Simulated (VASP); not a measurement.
# Tl (P6_3/mmc) in VASP: notebook, part 2 of 2

VASP 6.6.1.

## 4. Single point, PBE

Input file INCAR:

```
SYSTEM = Tl
PREC = Accurate ; ENCUT = 520
EDIFF = 1E-6 ; ISMEAR = -1
SIGMA = 1.0 ; LREAL = .False.
LASPH = .True. ; NELM = 80
ALGO = Normal ; ISIF = 2
LWAVE = .False. ; LCHARG = .False.
GGA = PE ; NBANDS = 20
```

Input file KPOINTS:

```
regular mesh
0
Gamma
  10 10 6
  0 0 0
```

Input file POSCAR:

```
Tl
1.0
    3.5902820628      0.0000000000      0.0000000000
   -1.7951410314      3.1092754731      0.0000000000
    0.0000000000      0.0000000000      5.6419406004
Tl
2
Direct
    0.3333333333      0.6666666667      0.2500000000
    0.6666666667      0.3333333333      0.7500000000
```

Potentials or basis: VASP PAW PBE potentials, release 64 (Tl_d).

The run is started by

```console
cat potpaw_PBE.64/Tl_d/POTCAR > POTCAR
mpirun -np 1 vasp_std > vasp.out
```

OUTCAR:

```text
SYSTEM = Tl
   PREC = Accurate
   ENCUT = 520
   EDIFF = 1E-6
   ISMEAR = -1
   LREAL = .False.
   LASPH = .True.
   NELM = 80
   ISIF = 2
   GGA = PE

 ion  position               nearest neighbor table
   1  0.333  0.667  0.250-   2 3.50   2 3.50   2 3.50   2 3.50   2 3.50   2 3.50
   2  0.667  0.333  0.750-   1 3.50   1 3.50   1 3.50   1 3.50   1 3.50   1 3.50

  LATTYP: Found a hexagonal cell.
 ALAT       =     3.5902820628
 C/A-ratio  =     1.5714477308

  Lattice vectors:

 A1 = (   3.5902820628,   0.0000000000,   0.0000000000)
 A2 = (  -1.7951410314,   3.1092754731,   0.0000000000)
 A3 = (   0.0000000000,   0.0000000000,   5.6419406004)

Analysis of symmetry for initial positions (statically):
=====================================================================
 Subroutine PRICEL returns:
 Original cell was already a primitive cell.

 Routine SETGRP: Setting up the symmetry group for a
 hexagonal supercell.

 Subroutine GETGRP returns: Found 24 space group operations
 (whereof 12 operations were pure point group operations)
 out of a pool of 24 trial point group operations.

The static configuration has the point symmetry D_3d.
 The point group associated with its full space group is D_6h.

Analysis of symmetry for dynamics (positions and initial velocities):
=====================================================================
 Subroutine PRICEL returns:
 Original cell was already a primitive cell.

 Routine SETGRP: Setting up the symmetry group for a
 hexagonal supercell.

 Subroutine GETGRP returns: Found 24 space group operations
 (whereof 12 operations were pure point group operations)
 out of a pool of 24 trial point group operations.

The dynamic configuration has the point symmetry D_3d.
 The point group associated with its full space group is D_6h.

 Subroutine INISYM returns: Found 24 space group operations
 (whereof 12 operations are pure point group operations),
 and found     1 'primitive' translations

----------------------------------------------------------------------------------------

                                     Primitive cell

  volume of cell :      62.9820

  direct lattice vectors                    reciprocal lattice vectors
     3.590282063  0.000000000  0.000000000     0.278529648  0.160809167  0.000000000
    -1.795141031  3.109275473  0.000000000     0.000000000  0.321618335  0.000000000
     0.000000000  0.000000000  5.641940600     0.000000000  0.000000000  0.177243979

  length of vectors
     3.590282063  3.590282063  5.641940600     0.321618335  0.321618335  0.177243979

  position of ions in fractional coordinates (direct lattice)
     0.333333333  0.666666667  0.250000000
     0.666666667  0.333333333  0.750000000

  ion indices of the primitive-cell ions
   primitive index   ion index
                 1           1
                 2           2

----------------------------------------------------------------------------------------

 KPOINTS: regular mesh

Automatic generation of k-mesh.
 Grid dimensions read from file:
 generate k-points for:   10   10    6

 Generating k-lattice:

  Cartesian coordinates                     Fractional coordinates (reciprocal lattice)
     0.027852965  0.016080917  0.000000000     0.100000000  0.000000000  0.000000000
     0.000000000  0.032161833  0.000000000     0.000000000  0.100000000  0.000000000
     0.000000000  0.000000000  0.029540663     0.000000000  0.000000000  0.166666667

  Length of vectors
     0.032161833  0.032161833  0.029540663

  Shift w.r.t. Gamma in fractional coordinates (k-lattice)
     0.000000000  0.000000000  0.000000000

 Subroutine IBZKPT returns following result:
 ===========================================

 Found     56 irreducible k-points:

 Following reciprocal coordinates:
            Coordinates               Weight
  0.000000  0.000000  0.000000      1.000000
  0.100000 -0.000000  0.000000      6.000000
  0.200000 -0.000000  0.000000      6.000000
  0.300000  0.000000  0.000000      6.000000
  0.400000  0.000000  0.000000      6.000000
  0.500000  0.000000  0.000000      3.000000
[... 16 lines left out ...]
  0.300000  0.100000  0.166667     24.000000
  0.400000  0.100000  0.166667     24.000000
 [... further k-points ...]
   k-points           NKPTS =     56   k-points in BZ     NKDIM =     56   number of bands    NBANDS=     20
   number of dos      NEDOS =    301   number of ions     NIONS =      2
   total plane-waves  NPLWV =  32928
   dimension x,y,z NGX =    28 NGY =   28 NGZ =   42
   dimension x,y,z NGXF=    56 NGYF=   56 NGZF=   84
   ions per type =               2
   NGX,Y,Z   is equivalent  to a cutoff of  12.97, 12.97, 12.38 a.u.
   NGXF,Y,Z  is equivalent  to a cutoff of  25.93, 25.93, 24.75 a.u.
 SYSTEM =  Tl
   PREC   = accura    normal or accurate (medium, high low for compatibility)
   ISTART =      0    job   : 0-new  1-cont  2-samecut
   ICHARG =      2    charge: 1-file 2-atom 10-const
   ISPIN  =      1    spin polarized calculation?
   LNONCOLLINEAR =      F non collinear calculations
   LSORBIT =      F    spin-orbit coupling
   LASPH  =      T    aspherical Exc in radial PAW
   ENCUT  =  520.0 eV  38.22 Ry    6.18 a.u.   6.68  6.68 10.49*2*pi/ulx,y,z
   NELM   =     80;   NELMIN=  2; NELMDL= -5     # of ELM steps
   EDIFF  = 0.1E-05   stopping-criterion for ELM
   LREAL  =      F    real-space projection
   EDIFFG = 0.1E-04   stopping-criterion for IOM
   NSW    =      0    number of steps for IOM
   IBRION =     -1    ionic relax: 0-MD 1-quasi-New 2-CG
   NFREE  =      0    steps in history (QN), initial steepest desc. (CG)
   ISIF   =      2    stress and relaxation
   ISYM   =      2    0-nonsym 1-usesym 2-fastsym
   POTIM  = 0.5000    time-step for ionic-motion
   TEBEG  =    0.0;   TEEND  =   0.0 temperature during run
   PSTRESS=    0.0 pullay stress
   NELECT =      26.0000    total number of electrons
   NUPDOWN=      -1.0000    fix difference up-down
   EMIN   =  10.00;   EMAX   =-10.00  energy-range for DOS
   EFERMI =   0.00;   METHOD = LEGACY
   ISMEAR =    -1;   SIGMA  =   1.00  broadening in eV -4-tet -1-fermi 0-gaus
   EFERMI_NEDOS =   21; number of points for ismear=-14 and -15
   IALGO  =     38    algorithm
   IMIX   =      4    mixing-type and parameters
     AMIX     =   0.40;   BMIX     =  1.00
     AMIX_MAG =   1.60;   BMIX_MAG =  1.00
  volume/ion in A,a.u.               =      31.49       212.51
  Fermi-wavevector in a.u.,A,eV,Ry     =   1.218972  2.303524 20.216810  1.485894
  Thomas-Fermi vector in A             =   2.354240
   LORBIT       =      0    0 simple, 1 ext, 2 COOP (PROOUT), +10 PAW based schemes
   GGA     = PE    functional components
   LHFCALC =     F    Hartree Fock is set to
   AEXX    =    0.0000 exact exchange contribution
   IVDW    =     0    specifies the selected vdW correction
   LEPSILON=     F    determine dielectric tensor
   LRPA    =     F    only Hartree local field effects (RPA)
 non-spin polarized calculation
  energy-cutoff  :      520.00
  volume of cell :       62.98
 maximum number of plane-waves:      1731
 NGX is ok and might be reduce to    28
   NGX = 13   NGY = 13   NGZ = 21

 number of electron      26.0000008 magnetization

 Free energy of the ion-electron system (eV)
  ---------------------------------------------------
  ext. energy  EPLUGINS =         0.00000000
  ---------------------------------------------------
  free energy    TOTEN  =        -6.07624708 eV

  energy without entropy =       -3.01056413  energy(sigma->0) =       -4.54340561

 E-fermi :   5.5305     XC(G=0):  -9.7084

 val. band max:        5.4709727985   @ k =   0.2000   0.2000   0.1667
 cond. band min:       5.5473419452   @ k =   0.2000   0.2000   0.0000
 fundamental gap:      0.0763691467
 Fermi energy:         5.5304760915

 k-point     1 :       0.0000    0.0000    0.0000
  band No.  band energies     occupation
      1      -5.9906      1.99998
      2      -5.8243      1.99998
      3      -5.8175      1.99998
      4      -5.8175      1.99998
      5      -5.7749      1.99998
      6      -5.7749      1.99998
[... 12 lines left out ...]
     19      15.6708      0.00008
     20      15.9906      0.00006
[... 507 lines left out ...]
 k-point    24 :       0.4000    0.1000    0.1667
  band No.  band energies     occupation
      1      -6.0426      1.99998
      2      -6.0076      1.99998
      3      -5.8655      1.99998
      4      -5.8463      1.99998
      5      -5.7544      1.99997
      6      -5.6391      1.99997
[... 12 lines left out ...]
     19      14.5420      0.00024
     20      14.7731      0.00019

 [... further k-points ...]

------------------------ aborting loop because EDIFF is reached ----------------------------------------

  FORCE on cell =-STRESS in cart. coord.  units (eV):
  Direction    XX          YY          ZZ          XY          YZ          ZX
  --------------------------------------------------------------------------------------
  -------------------------------------------------------------------------------------
  Total        1.1739208      1.1739208      1.4579286      0.0000000     -0.0000000      0.0000000
  in kB       29.8629782     29.8629782     37.0877551      0.0000000     -0.0000000      0.0000000
  external PRESSURE =      32.2712371 kB  Pullay stress =       0.0000000 kB

 VOLUME and BASIS-vectors are now :
 -----------------------------------------------------------------------------
  energy-cutoff  :      520.00
  volume of cell :       62.98
      direct lattice vectors                 reciprocal lattice vectors
     3.590282063  0.000000000  0.000000000     0.278529648  0.160809167  0.000000000
    -1.795141031  3.109275473  0.000000000     0.000000000  0.321618335  0.000000000
     0.000000000  0.000000000  5.641940600     0.000000000  0.000000000  0.177243979

 POSITION                                       TOTAL-FORCE (eV/Angst)
 -----------------------------------------------------------------------------------
     -0.00000      2.07285      1.41049         0.000000     -0.000000      0.000000
      1.79514      1.03643      4.23146        -0.000000      0.000000     -0.000000
 -----------------------------------------------------------------------------------
    total drift:                               -0.000000      0.000000      0.000000

  FREE ENERGIE OF THE ION-ELECTRON SYSTEM (eV)
  ---------------------------------------------------
  free  energy   TOTEN  =        -6.0762470774 eV

  energy  without entropy=       -3.0105641350  energy(sigma->0) =       -4.54340561
```

OSZICAR:

```text
N       E                     dE             d eps       ncg     rms          rms(c)
DAV:   1     0.127442695906E+03    0.12744E+03   -0.13775E+04  2280   0.120E+03
DAV:   2    -0.357192748249E+01   -0.13101E+03   -0.12833E+03  2452   0.270E+02
DAV:   3    -0.609634509165E+01   -0.25244E+01   -0.25107E+01  2584   0.327E+01
DAV:   4    -0.611331166562E+01   -0.16967E-01   -0.16964E-01  2348   0.284E+00
DAV:   5    -0.611357342697E+01   -0.26176E-03   -0.26172E-03  2508   0.349E-01    0.268E+00
DAV:   6    -0.608199112115E+01    0.31582E-01   -0.55550E-02  2380   0.175E+00    0.189E+00
DAV:   7    -0.607673063800E+01    0.52605E-02   -0.26484E-02  2448   0.121E+00    0.576E-01
DAV:   8    -0.607623464249E+01    0.49600E-03   -0.24531E-03  2340   0.363E-01    0.282E-02
DAV:   9    -0.607624261214E+01   -0.79697E-05   -0.18494E-05  2508   0.352E-02    0.121E-02
DAV:  10    -0.607624680877E+01   -0.41966E-05   -0.38333E-06  1988   0.149E-02    0.142E-03
DAV:  11    -0.607624707738E+01   -0.26861E-06   -0.31265E-07  1208   0.448E-03
   1 F= -.60762471E+01 E0= -.45434056E+01  d E =-.306568E+01
```

stdout:

```text
POSCAR found type information on POSCAR Tl
 POSCAR found :  1 types and       2 ions
 scaLAPACK will be used
 LDA part: xc-table for (Slater+PW92), standard interpolation
 POSCAR, INCAR and KPOINTS ok, starting setup
 FFT: planning ... GRIDC
 FFT: planning ... GRID_SOFT
 FFT: planning ... GRID
 WAVECAR not read
 entering main loop
```

Run time: 37 s. Hardware: 1 thread of Intel Xeon Platinum 8259CL at 2.50GHz (Skylake/Cascade Lake), shared host; peak memory 0.2 GiB.

What came out:

* Free energy: -6.0762 eV
* Pressure: 3.2 GPa
* Band gap on the k mesh: zero (bands 13 and 14 overlap by 5.27 eV)

Levels at points of the mesh, in eV from the Fermi level:
```csv
k point,band 10,band 11,band 12,band 13,band 14,band 15,band 16,band 17
"(0.00, 0.00, 0.00)",-11.00,-9.34,-4.91,-2.32,7.25,7.25,9.18,9.18
"(0.50, 0.00, 0.00)",-10.95,-5.68,-4.54,-0.62,0.73,1.43,3.65,3.71
"(0.00, 0.00, 0.50)",-11.08,-8.01,-8.01,3.34,3.34,8.17,8.17,8.17
"(0.50, 0.00, 0.50)",-10.98,-4.73,-4.73,-1.88,-1.88,5.20,5.20,5.84
```

Caveat: the cell stands under pressure; so wide a smearing shifts energies and pressures; spin-orbit coupling is left out, which moves the levels of the heavy elements.

## 5. Overview

```csv
k mesh,smearing,gap on the mesh (eV),pressure (GPa)
17 × 17 × 9,fermi-dirac 0.1 eV,none,-0.1
10 × 10 × 6,fermi-dirac 0.6 eV,none,1.4
10 × 10 × 6,fermi-dirac 1 eV,none,3.2
```

Alike in all rows: task single point; level PBE; potentials or basis VASP PAW PBE potentials, release 64 (Tl_d); no spin polarisation; cell as given; cutoff (eV) 520.

Caveats: spin-orbit coupling is left out, which moves the levels of the heavy elements; so wide a smearing shifts energies and pressures (at least some runs); the cell stands under pressure (at least some runs).

Absolute energies hang on the potentials; compare differences alone.
